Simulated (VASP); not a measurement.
Wanted: the native input for a VASP 6.6.1 run.

```
Task                               : single point
Functional                         : HSE06
Potentials or basis                : VASP PAW PBE potentials, release 64 (Sr_sv, O)
Cutoff                             : 520 eV
k mesh                             : 6 × 6 × 6
Occupations                        : gaussian, width 0.01 eV
Spin                               : no spin polarisation
Dipole correction                  : no
Grid for exact exchange (PRECFOCK) : Normal
Further INCAR settings             : ALGO = Normal; EDIFF = 1e-06; NBANDS = 15
Share of exact exchange            : 0.25
Screening parameter                : 0.2079 1/Å
```

The system is SrO.

```
CELL_PARAMETERS angstrom
0.00000 2.78251 2.79228
2.78251 0.00000 2.79228
2.78251 2.78251 0.00000
ATOMIC_POSITIONS crystal
Sr 0.00000 0.00000 0.00000
O 0.25000 0.25000 0.25000
```

This cell differs from its parent crystal: biaxial xy strain -0.3%.

The input as run:

POSCAR

```
SrO
1.0
    0.0000000000      2.7825075351      2.7922805169
    2.7825075351      0.0000000000      2.7922805169
    2.7825075351      2.7825075351      0.0000000000
Sr O
1 1
Direct
    0.0000000000      0.0000000000      0.0000000000
    0.2500000000      0.2500000000      0.2500000000
```

INCAR.step1

```
SYSTEM = SrO
ALGO = Normal
EDIFF = 1E-5
ENCUT = 520
GGA = PE
GGA_COMPAT = .FALSE.
ISIF = 2
ISMEAR = 0
LASPH = .TRUE.
LCHARG = .FALSE.
LREAL = .FALSE.
LWAVE = .TRUE.
NBANDS = 15
NELM = 120
PREC = Accurate
SIGMA = 0.01
```

INCAR.step2

```
SYSTEM = SrO
ALGO = Normal
EDIFF = 1E-6
ENCUT = 520
GGA = PE
GGA_COMPAT = .FALSE.
HFSCREEN = 0.2079
ISIF = 2
ISMEAR = 0
ISTART = 1
LASPH = .TRUE.
LCHARG = .FALSE.
LHFCALC = .TRUE.
LREAL = .FALSE.
LWAVE = .FALSE.
NBANDS = 15
NELM = 120
PREC = Accurate
PRECFOCK = Normal
SIGMA = 0.01
```

KPOINTS

```
k-points
0
G
  6 6 6
  0 0 0
```

Potentials or basis: VASP PAW PBE potentials, release 64 (Sr_sv, O).

Run with:

```console
$ cat potpaw_PBE.64/Sr_sv/POTCAR potpaw_PBE.64/O/POTCAR > POTCAR
$ cp INCAR.step1 INCAR
$ mpirun -np 1 vasp_std > vasp.out
$ cp INCAR.step2 INCAR
$ mpirun -np 1 vasp_std > vasp.out
```

It gave:

```
Pressure               : 0.6 GPa
Band gap on the k mesh : 3.88 eV (least direct gap 4.78 eV)
```

Caveat: the cell differs from its parent crystal (biaxial xy strain -0.3%); the structure was generated, so it needn't be the stable form of SrO; the PAW data sets were made with another functional, which shifts forces and pressure a little.

It took 110 min on 1 thread of AMD EPYC 7R13, on a shared host, peak memory 0.28 GiB.
